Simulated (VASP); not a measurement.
P: single point with BLYP

P:

```xyz
2
Lattice="0.0000 2.8574 2.8574 2.8574 0.0000 2.8574 2.8574 2.8574 0.0000" Properties=species:S:1:pos:R:3 pbc="T T T"
P     0.7143    0.7143    0.7143
P     5.0004    5.0004    5.0004
```

```json
{
  "Program": "VASP 6.6.1",
  "Task": "single point",
  "Functional": "BLYP",
  "Potentials or basis": "VASP PAW PBE potentials, release 64 (P)",
  "Cutoff": "520 eV",
  "k mesh": "11 × 11 × 11",
  "Occupations": "fermi-dirac, width 0.1 eV",
  "Spin": "no spin polarisation"
}
```

```yaml
Pressure: 0.0 GPa
Band_gap_on_the_k_mesh: zero (band 5 reaches 5.68 eV, above the bottom of band 6 at 4.41 eV)
```

Levels at points of the mesh, in eV from the Fermi level:
```
           k point  band 3  band 4  band 5  band 6  band 7  band 8
(0.00, 0.00, 0.00)   -2.62   -2.62   -2.62    0.32    0.32    0.32
```

It took 39 s on 1 thread of Intel(R) Xeon(R) Platinum 8488C (Sapphire Rapids), with other jobs on the host, peak memory 0.16 GiB.

Caveat: the PAW data sets were made with another functional, which shifts forces and pressure a little.
